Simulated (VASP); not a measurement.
A run of VASP 6.6.1:

Contents of INCAR:

```
SYSTEM = Co
PREC = Accurate
ENCUT = 520
EDIFF = 1E-7
ISMEAR = -1
SIGMA = 0.1
LREAL = .FALSE.
LASPH = .TRUE.
NELM = 150
ALGO = Normal
ISIF = 2
LWAVE = .FALSE.
LCHARG = .FALSE.
ISPIN = 2
MAGMOM = 1.7 1.7
LORBIT = 11
LMAXMIX = 4
GGA = PS
NBANDS = 20
```

File KPOINTS:

```
Automatic mesh
0
G
  17 17 9
  0 0 0
```

The input POSCAR:

```
Co
1.0
    2.4070235067      0.0000000000      0.0000000000
   -1.2035117534      2.0845435043      0.0000000000
    0.0000000000      0.0000000000      3.8893444508
Co
2
Direct
    0.3333333333      0.6666666667      0.2500000000
    0.6666666667      0.3333333333      0.7500000000
```

Potentials or basis: VASP PAW PBE potentials, release 64 (Co).

Launch:

```sh
$ cat potpaw_PBE.64/Co/POTCAR > POTCAR
$ mpirun -np 1 vasp_std > vasp.out
```

Hardware: 1 thread of AMD EPYC 9R45 96-Core Processor (Zen 5) (shared host).

Problem. How long does it take, and how much memory?

Solution. Wall time 68 s on 1 thread of AMD EPYC 9R45 96-Core Processor (Zen 5) (shared host), peak memory 0.17 GiB. Counts: scf iterations 16, k points 165.
